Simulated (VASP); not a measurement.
Set up this calculation in VASP 6.6.1, as the native input.

```yaml
Task: single point
Functional: r2SCAN
Potentials_or_basis: VASP PAW PBE potentials, release 64 (Rb_sv, H)
Cutoff: 520 eV
k_mesh: 4 × 4 × 4
Occupations: fermi-dirac, width 0.1 eV
Spin: no spin polarisation
Dipole_correction: no
Further_INCAR_settings: ALGO = Normal; EDIFF = 1e-07; NBANDS = 22
```

RbH3:

```xyz
8
Lattice="2.7764 4.8242 0.0257 -2.8617 4.8734 -0.0587 0.1032 -3.2495 4.9555" Properties=species:S:1:pos:R:3 pbc="T T T"
Rb    2.8516    1.5720    4.9542
Rb    0.0072    3.2499    2.3940
H     0.7103    4.7625    3.6549
H    -1.6696    3.1114    3.6614
H     1.0365    1.7272    3.7181
H    -0.7640    1.6182    1.1683
H     1.7889    3.4026    1.0628
H    -1.1555    4.6476    1.2175
```

These files were run (other wordings do the same):

POSCAR

```
RbH3
1.0
    2.7764352600      4.8241879400      0.0256533000
   -2.8617474000      4.8734424400     -0.0587178700
    0.1031723100     -3.2494528700      4.9554728400
Rb H
2 6
Direct
    0.9929980000      0.0028040000      0.9946450000
    0.4980170000      0.4981990000      0.4864190000
    0.8634380000      0.6161800000      0.7403730000
    0.2686910000      0.8710750000      0.7477930000
    0.6069800000      0.2537440000      0.7501640000
    0.1103420000      0.3826480000      0.2397160000
    0.7432960000      0.1036710000      0.2118540000
    0.3619030000      0.7640010000      0.2528580000
```

INCAR.step1

```
  PREC = Accurate
  ENCUT = 520
  ISMEAR = -5
  SIGMA = 0.1
  LREAL = F
  LASPH = T
  NELM = 100
  NBANDS = 22
  GGA = PE
  ALGO = Normal
  EDIFF = 1E-4
  LWAVE = T
  LCHARG = F
```

INCAR.step2

```
  PREC = Accurate
  ENCUT = 520
  EDIFF = 1E-7
  ISMEAR = -1
  SIGMA = 0.1
  LREAL = F
  LASPH = T
  NELM = 100
  ALGO = Normal
  ISIF = 2
  LWAVE = F
  LCHARG = F
  METAGGA = R2SCAN
  LMIXTAU = T
  LORBIT = 10
  NBANDS = 22
  ISTART = 1
```

KPOINTS

```
Automatic mesh
0
Gamma
  4 4 4
```

Potentials or basis: VASP PAW PBE potentials, release 64 (Rb_sv, H).

The run is started by

```console
$ cat potpaw_PBE.64/Rb_sv/POTCAR potpaw_PBE.64/H/POTCAR > POTCAR
$ cp INCAR.step1 INCAR
$ mpirun -np 1 vasp_std > vasp.out
$ cp INCAR.step2 INCAR
$ mpirun -np 1 vasp_std > vasp.out
```

Results of the run:

The pressure is 5.9 GPa, the largest force is 0.920 eV/Å and the band gap on the k mesh is zero (bands 12 and 13 overlap by 1.36 eV). The valence electrons inside the program's atomic spheres are Rb 7.41; H 0.47, 0.46 (each value once).

Caveat: the cell stands under pressure; the PAW data sets were made with another functional, which shifts forces and pressure a little.

It took 5.2 min on 1 thread of Intel(R) Xeon(R) Platinum 8488C (Sapphire Rapids), on a shared host, peak memory 0.34 GiB.
